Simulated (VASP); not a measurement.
A run of VASP 6.6.1:

The input INCAR:

```
SYSTEM = TiPt3
PREC = Accurate
ENCUT = 520
EDIFF = 1E-6
ISMEAR = -1
SIGMA = 0.05
LREAL = .FALSE.
LASPH = .TRUE.
NELM = 80
ALGO = Normal
ISIF = 2
LWAVE = .FALSE.
LCHARG = .FALSE.
GGA = PS
NBANDS = 29
```

KPOINTS

```
regular mesh
0
G
  9 9 9
  0 0 0
```

POSCAR

```
TiPt3
1.0
    3.9099469390      0.0000000000      0.0000000000
    0.0000000000      3.9099469390      0.0000000000
    0.0000000000      0.0000000000      3.9099469390
Ti Pt
1 3
Direct
    0.0000000000      0.0000000000      0.0000000000
    0.0000000000      0.5000000000      0.5000000000
    0.5000000000      0.0000000000      0.5000000000
    0.5000000000      0.5000000000      0.0000000000
```

Potentials or basis: VASP PAW PBE potentials, release 64 (Ti_sv, Pt).

The run is started by

```console
$ cat potpaw_PBE.64/Ti_sv/POTCAR potpaw_PBE.64/Pt/POTCAR > POTCAR
$ mpirun -np 1 vasp_std > vasp.out
```

Hardware: 1 thread of Intel(R) Xeon(R) Platinum 8559C (Emerald Rapids), on a shared host.

Problem. Estimate the wall time of this run.

Solution. Wall time 32 s on 1 thread of Intel(R) Xeon(R) Platinum 8559C (Emerald Rapids) (shared host), peak memory 0.2 GiB. Counts: scf iterations 16, k points 35.
